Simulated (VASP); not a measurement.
TiO, 2 atoms in the cell. The structure is cubic, space group F-43m (No. 216). Conventional cell: a = 4.580 Å, b = 4.580 Å, c = 4.580 Å, α = 90.00°, β = 90.00°, γ = 90.00°. Within 2.6 Å of Ti (site symmetry -43m) lie 4 O at 1.98 Å. O (site symmetry -43m) has 4 Ti at 1.98 Å within 2.6 Å. 

```yaml
Program: VASP 6.6.1
Task: single point
Functional: PBEsol
Potentials_or_basis: VASP PAW PBE potentials, release 64 (Ti_sv, O)
Cutoff: 520 eV
k_mesh: 16 × 16 × 16
Occupations: gaussian, width 0.1 eV
Spin: collinear spin, ferromagnetic start
Starting_moments: "[0.13, 0.0] μB"
Dipole_correction: no
Further_INCAR_settings: ALGO = Normal; EDIFF = 1e-07; NBANDS = 20
```

Potentials or basis: VASP PAW PBE potentials, release 64 (Ti_sv, O).

The run is started by

```sh
$ cat potpaw_PBE.64/Ti_sv/POTCAR potpaw_PBE.64/O/POTCAR > POTCAR
$ mpirun -np 1 vasp_std > vasp.out
```

Hardware: 1 thread of Oxide Virtual Turin-like Processor, on a shared host.

How long does it take, and how much memory?

Run time: 3.4 min on 1 thread of Oxide Virtual Turin-like Processor, on a shared host, peak memory 0.19 GiB. Counts: scf iterations 16, k points 145.
